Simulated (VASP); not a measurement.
Crystal: CuO.

```
CELL_PARAMETERS angstrom
3.35251 0.00000 0.00000
-1.67626 2.90336 0.00000
0.00000 0.00000 5.49064
ATOMIC_POSITIONS crystal
Cu 0.66667 0.33333 0.00000
Cu 0.33333 0.66667 0.50000
O 0.66667 0.33333 0.62520
O 0.33333 0.66667 0.12520
```

Base run:

```yaml
Program: VASP 6.6.1
Functional: PBEsol
Potentials_or_basis: VASP PAW PBE potentials, release 64 (Cu, O)
Cutoff: 520 eV
k_mesh: 9 × 9 × 5
Occupations: fermi-dirac, width 0.05 eV
Spin: no spin polarisation
```

Its results: band gap on the k mesh zero (band 17 reaches 3.00 eV, above the bottom of band 18 at 1.78 eV); pressure -18.7 GPa; largest force 0.048 eV/Å.

The run is repeated on the same cell with these changes: functional from PBEsol to PBE. What comes out?

Band gap on the k mesh zero (band 17 reaches 3.16 eV, above the bottom of band 18 at 1.94 eV); pressure -13.3 GPa; largest force 0.052 eV/Å.

PBE binds less tightly than PBEsol, so the same cell stands under more pressure.

Caveats: semilocal functionals often make such compounds metallic where correlation or magnetic order opens a gap, which also shifts bond lengths; the PAW data sets were made with another functional, which shifts forces and pressure a little (some runs).
